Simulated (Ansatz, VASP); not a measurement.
One calculation of GaSe3, two programs

File INCAR:

```
SYSTEM = GaSe3
PREC = Accurate
ENCUT = 520
EDIFF = 1E-7
ISMEAR = 0
SIGMA = 0.1
LREAL = .FALSE.
LASPH = .TRUE.
NELM = 60
ALGO = Normal
ISIF = 2
LWAVE = .FALSE.
LCHARG = .TRUE.
GGA = PE
LELF = .TRUE.
LVHAR = .TRUE.
NBANDS = 24
```

Contents of KPOINTS:

```
regular mesh
0
G
  4 4 4
  0 0 0
```

The input POSCAR:

```
GaSe3
1.0
   -3.0615283500      3.0615283500      3.0615283500
    3.0615283500     -3.0615283500      3.0615283500
    3.0615283500      3.0615283500     -3.0615283500
Ga Se
1 3
Direct
    0.0000000000      0.0000000000      0.0000000000
    0.0000000000      0.5000000000      0.5000000000
    0.5000000000      0.0000000000      0.5000000000
    0.5000000000      0.5000000000      0.0000000000
```

Input for Ansatz:

```yaml
crystal:
  lattice:
    - [-3.06152835, 3.06152835, 3.06152835]
    - [3.06152835, -3.06152835, 3.06152835]
    - [3.06152835, 3.06152835, -3.06152835]
  atoms:
    - { symbol: Ga, position: [0.0, 0.0, 0.0] }
    - { symbol: Se, position: [0.0, 0.5, 0.5] }
    - { symbol: Se, position: [0.5, 0.0, 0.5] }
    - { symbol: Se, position: [0.5, 0.5, 0.0] }
basis:
  ecutwfc: 420
kpoints:
  mp_grid: { grid: [4, 4, 4] }
hamiltonian:
  xc: pbe
scf:
  occupations: { method: gaussian, width: 0.1 }
  lower_state_search: "off"
output:
  forces: true
  stress: true
  eigenvalues: true
```

Alike in both runs: task single point; functional PBE; k mesh 4 × 4 × 4; occupations gaussian, width 0.1 eV; no spin polarisation.

```csv
,VASP,Ansatz
version,VASP 6.6.1,Ansatz 0.2.0
potentials or method,"VASP PAW PBE potentials, release 64 (Ga_d, Se), cutoff 520 eV","scalar-relativistic, plane waves, PAW"
valence electrons in the cell,31,61
```

|  | VASP | Ansatz | Ansatz less VASP |
| --- | --- | --- | --- |
| gap on the k mesh at the Fermi level (eV) | none | none | - |
| pressure (GPa) | -7.7 | -7.7 | -0.01 |

A gap of «none» marks a metal or a gap that the smearing closes. With one functional, cell and mesh, what is left measures potentials, basis and numerics. VASP's potentials hold 31 valence electrons a cell and Ansatz's 61, so a difference there can come from the potentials and not from the codes.

The k mesh is coarse, so the values compare programs but aren't converged.
